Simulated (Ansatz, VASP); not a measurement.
**KI: VASP beside Ansatz**

The input POSCAR:

```
KI
1.0
    0.0000000000      3.6655320000      3.6655320000
    3.6655320000      0.0000000000      3.6655320000
    3.6655320000      3.6655320000      0.0000000000
K I
1 1
Direct
    0.0000000000      0.0000000000      0.0000000000
    0.5000000000      0.5000000000      0.5000000000
```

File INCAR.step1:

```
SYSTEM = KI
  PREC = Accurate
  ENCUT = 520
  ISMEAR = 0
  SIGMA = 0.05
  LREAL = .FALSE.
  LASPH = .TRUE.
  NELM = 100
  NBANDS = 15
  GGA = PE
  ALGO = Normal
  EDIFF = 1E-4
  LWAVE = .TRUE.
  LCHARG = .FALSE.
```

Contents of INCAR.step2:

```
SYSTEM = KI
  PREC = Accurate
  ENCUT = 520
  EDIFF = 1E-6
  ISMEAR = 0
  SIGMA = 0.05
  LREAL = .FALSE.
  LASPH = .TRUE.
  NELM = 100
  ALGO = Normal
  ISIF = 2
  LWAVE = .FALSE.
  LCHARG = .FALSE.
  METAGGA = R2SCAN
  LMIXTAU = .TRUE.
  NBANDS = 15
  ISTART = 1
```

Contents of KPOINTS:

```
Automatic mesh
0
G
  6 6 6
  0 0 0
```

Input for Ansatz:

```yaml
crystal:
  lattice:
    - [0.0, 3.665532, 3.665532]
    - [3.665532, 0.0, 3.665532]
    - [3.665532, 3.665532, 0.0]
  atoms:
    - { symbol: K, position: [0.0, 0.0, 0.0] }
    - { symbol: I, position: [0.5, 0.5, 0.5] }
basis:
  ecutwfc: 500
kpoints:
  mp_grid: { grid: [6, 6, 6] }
hamiltonian:
  xc: r2scan
scf:
  occupations: { method: gaussian, width: 0.05 }
output:
  forces: true
  stress: true
  eigenvalues: true
```

Change from the starting cell: strain +0.040 along x and y, +0.040 along z, atoms carried along.

Alike in both runs: task single point; functional r2SCAN; k mesh 6 × 6 × 6; occupations gaussian, width 0.05 eV; no spin polarisation.

|  | VASP | Ansatz |
| --- | --- | --- |
| version | VASP 6.6.1 | Ansatz 0.2.0 |
| potentials or method | VASP PAW PBE potentials, release 64 (K_sv, I), cutoff 520 eV | scalar-relativistic, plane waves, PAW |
| valence electrons in the cell | 16 | 26 |

Ansatz gave:

| Item | Value |
| --- | --- |
| gap on the k mesh at the Fermi level (eV) | 4.35 |
| least direct gap on the mesh (eV) | 4.35 |
| pressure (GPa) | -1.0 |

Problem. What did VASP give for the same quantities?

Solution. gap on the k mesh at the Fermi level (eV): 4.34; least direct gap on the mesh (eV): 4.34; pressure (GPa): -1.0.

VASP's potentials were made for PBE, not for r2SCAN. The functional is the same, so the differences come from potentials, cutoffs and numerics. VASP's potentials hold 16 valence electrons a cell and Ansatz's 26, so a difference there can come from the potentials and not from the codes.

Spin-orbit coupling is off throughout.
